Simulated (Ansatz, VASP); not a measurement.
NiO in VASP and in Ansatz

```
Ni O
1.0
     0.00000    2.13374    2.13374
     2.13374    0.00000    2.13374
     2.13374    2.13374    0.00000
Ni O
1 1
Direct
  0.00000 0.00000 0.00000
  0.50000 0.50000 0.50000
```

Alike in both runs: task single point; functional PBE; k mesh 12 × 12 × 12; occupations gaussian, width 0.02 eV; collinear spin; Hubbard terms Ni d U = 6.2 eV.

|  | VASP | Ansatz |
| --- | --- | --- |
| version | VASP 6.6.1 | Ansatz 0.2.0 |
| potentials or method | VASP PAW PBE potentials, release 64 (Ni_sv_GW, O), cutoff 600 eV | scalar-relativistic, plane waves, PAW |
| valence electrons in the cell | 24 | 24 |

```tsv
	VASP	Ansatz	Ansatz less VASP
gap on the k mesh at the Fermi level (eV)	2.00	1.94	-0.062
least direct gap on the mesh (eV)	3.17	2.96	-0.206
net moment per atom (μB)	1.00	1.00	0.000
size of the moment on the site where the two differ most (μB)	1.80	1.74	-0.060
```

Site moments also hang on the region over which each program counts them. The programs project onto different local orbitals, so the same U acts differently, and such runs can settle in different states. Ansatz's warnings: stability check not made.
